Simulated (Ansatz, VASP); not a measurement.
**Re in VASP and in Ansatz**

File INCAR:

```
SYSTEM = Re
PREC = Accurate ; ENCUT = 520
EDIFF = 1E-6 ; ISMEAR = -1
SIGMA = 0.08 ; LREAL = .False.
LASPH = .True. ; NELM = 100
ALGO = Normal ; ISIF = 2
LWAVE = .False. ; LCHARG = .False.
GGA = PE ; NBANDS = 10
```

File KPOINTS:

```
Automatic mesh
0
Gamma
  16 16 15
  0 0 0
```

Contents of POSCAR:

```
Re
1.0
    2.5054259570      0.0000000000      0.0000000000
   -1.2527129784      2.1697625260      0.0000000000
    0.0000000000      0.0000000000      2.2542782086
Re
1
Direct
    0.0000000000      0.0000000000      0.0000000000
```

Input for Ansatz:

```yaml
crystal:
  lattice:
    - [2.505425957, 0.0, 0.0]
    - [-1.2527129784, 2.169762526, 0.0]
    - [0.0, 0.0, 2.2542782086]
  atoms:
    - { symbol: Re, position: [0.0, 0.0, 0.0] }
kpoints:
  mp_grid: { grid: [16, 16, 15] }
scf:
  occupations: { method: fermi_dirac, width: 0.08 }
hamiltonian:
  xc: pbe
  pseudopotentials: { kind: all_electron, lapw: { basis_error: 0.001 } }
output:
  forces: true
  stress: true
  eigenvalues: true
  populations: true
```

Change from the starting cell: volume scaled by 0.75, LAPW.

Alike in both runs: task single point; functional PBE; k mesh 16 × 16 × 15; occupations fermi-dirac, width 0.08 eV; no spin polarisation.

|  | VASP | Ansatz |
| --- | --- | --- |
| version | VASP 6.6.1 | Ansatz 0.2.0 |
| potentials or method | VASP PAW PBE potentials, release 64 (Re), cutoff 520 eV | all-electron LAPW, scalar-relativistic |

```tsv
	VASP	Ansatz	Ansatz less VASP
pressure (GPa)	149.4	149.9	+0.48
traceless stress, the component that is largest in VASP (GPa)	-9.19	-0.25	+8.946
```

Both programs put the cell under a high pressure, so it lies far from rest at this level. Ansatz ran all-electron here, and VASP with PAW potentials.

Neither program's run includes spin-orbit coupling. Noted on VASP's run: the cell as given lies far from equilibrium.
